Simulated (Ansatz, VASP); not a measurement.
**One calculation of SnO2, two programs**

```
CELL_PARAMETERS angstrom
4.76051 0.00000 0.00000
0.00000 4.76070 0.00000
0.00000 0.00000 3.20005
ATOMIC_POSITIONS crystal
Sn 0.50000 0.50000 0.50000
Sn 0.00000 0.00000 0.00000
O 0.30583 0.30592 0.00000
O 0.80583 0.19408 0.50000
O 0.19417 0.80592 0.50000
O 0.69417 0.69408 0.00000
```

Alike in both runs: task single point; functional r2SCAN; k mesh 4 × 4 × 6; occupations gaussian, width 0.05 eV; no spin polarisation.

|  | VASP | Ansatz |
| --- | --- | --- |
| version | VASP 6.6.1 | Ansatz 0.2.0 |
| potentials or method | VASP PAW PBE potentials, release 64 (Sn_d, O) | plane waves |
| plane-wave cutoff (eV) | 520 | 500 |
| valence electrons in the cell | 52 | 52 |

|  | VASP | Ansatz | Ansatz less VASP |
| --- | --- | --- | --- |
| gap on the k mesh at the Fermi level (eV) | 1.79 | 1.77 | -0.026 |
| pressure (GPa) | 1.1 | 0.0 | -1.09 |
| traceless stress, the component that is largest in VASP (GPa) | 0.39 | 0.05 | -0.341 |
| rms of the force components (eV/Å) | 0.011 | 0.002 | -0.0092 |

VASP's potentials were made for PBE, not for r2SCAN. Atom by atom the forces differ by 0.013 eV/Å (rms over components).
